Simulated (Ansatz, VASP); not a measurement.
Two plane-wave programs on La4O

```
La O
1.0
    -4.70720    4.70720    1.90818
     4.70720   -4.70720    1.90818
     4.70720    4.70720   -1.90818
La O
4 1
Direct
  0.50000 0.75613 0.25613
  0.50000 0.24387 0.74387
  0.75613 0.50000 0.25613
  0.24387 0.50000 0.74387
  0.50000 0.50000 0.00000
```

Alike in both runs: functional PBE; k mesh 10 × 10 × 10; occupations gaussian, width 0.1 eV; no spin polarisation.

Ansatz relaxed the structure, and its values are those at the end. VASP's run is a single point on that final structure, the one shown.

|  | VASP | Ansatz |
| --- | --- | --- |
| version | VASP 6.6.1 | Ansatz 0.2.0 |
| potentials or method | VASP PAW PBE potentials, release 64 (La, O), cutoff 520 eV | scalar-relativistic, plane waves, PAW |
| valence electrons in the cell | 50 | 50 |

```tsv
	VASP	Ansatz	Ansatz less VASP
gap on the k mesh at the Fermi level (eV)	none	none	-
pressure (GPa)	0.0	0.0	+0.02
```

A gap of «none» marks a metal or a gap that the smearing closes. The functional is the same, so the differences come from potentials, cutoffs and numerics.

Neither program's run includes spin-orbit coupling.
